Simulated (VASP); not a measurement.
Write the native input for VASP 6.6.1 that does the following.

- Task: relaxation of cell and atoms
- Functional: r2SCAN
- Potentials or basis: VASP PAW PBE potentials, release 64 (Mo_sv)
- Cutoff: 600 eV
- k mesh: 18 × 18 × 18
- Occupations: gaussian, width 0.1 eV
- Spin: no spin polarisation
- Target pressure: 2 GPa
- Dipole correction: no
- Further INCAR settings: ALGO = Normal; EDIFF = 1e-06; IBRION = 2; EDIFFG = -0.008; NSW = 70; ISIF = 3

Crystal: Mo.

```
Mo
1.0
    -1.56516    1.56516    1.56516
     1.56516   -1.56516    1.56516
     1.56516    1.56516   -1.56516
Mo
1
Direct
  0.00000 0.00000 0.00000
```

One way to write it, as run:

POSCAR

```
Mo
1.0
   -1.5651585524      1.5651585524      1.5651585524
    1.5651585524     -1.5651585524      1.5651585524
    1.5651585524      1.5651585524     -1.5651585524
Mo
1
Direct
    0.0000000000      0.0000000000      0.0000000000
```

INCAR.step1

```
  PREC = Accurate
  ENCUT = 600
  ISMEAR = 0
  SIGMA = 0.1
  LREAL = False
  LASPH = True
  NELM = 100
  GGA = PE
  ALGO = Normal
  EDIFF = 1E-4
  LWAVE = True
  LCHARG = False
```

INCAR.step2

```
  PREC = Accurate
  ENCUT = 600
  EDIFF = 1E-6
  ISMEAR = 0
  SIGMA = 0.1
  LREAL = False
  LASPH = True
  NELM = 100
  ALGO = Normal
  ISIF = 3
  LWAVE = False
  LCHARG = False
  METAGGA = R2SCAN
  LMIXTAU = True
  IBRION = 2
  NSW = 70
  EDIFFG = -0.008
  PSTRESS = 20.0
  ISTART = 1
```

KPOINTS

```
Automatic mesh
0
Gamma
  18 18 18
```

Potentials or basis: VASP PAW PBE potentials, release 64 (Mo_sv).

Run with:

```bash
$ cat potpaw_PBE.64/Mo_sv/POTCAR > POTCAR
$ cp INCAR.step1 INCAR
$ mpirun -np 1 vasp_std > vasp.out
$ cp INCAR.step2 INCAR
$ mpirun -np 1 vasp_std > vasp.out
```

It gave:

```yaml
Relaxed_volume: 15.59 Å³/atom
Relaxed_cell: a = 2.726 Å, b = 2.726 Å, c = 2.726 Å, α = 109.47°, β = 109.47°, γ = 109.47°
Space_group_after_relaxing_to_0.1_Å: Im-3m (No. 229)
Energy_change_on_relaxing_the_run_minimises_the_enthalpy: -6.6 meV/atom
Ionic_steps: 3
Pressure_after_relaxing: 1.9 GPa
Band_gap_on_the_k_mesh: zero (bands 7 and 8 overlap by 5.59 eV)
```

Caveat: the cell is relaxed towards a set pressure, so the run minimises the enthalpy, not the energy; the PAW data sets were made with another functional, which shifts forces and pressure a little.

Run time: 12 min on 1 thread of AMD EPYC 7R43 64-Core Processor (Zen 3), with other jobs on the host, peak memory 0.15 GiB.
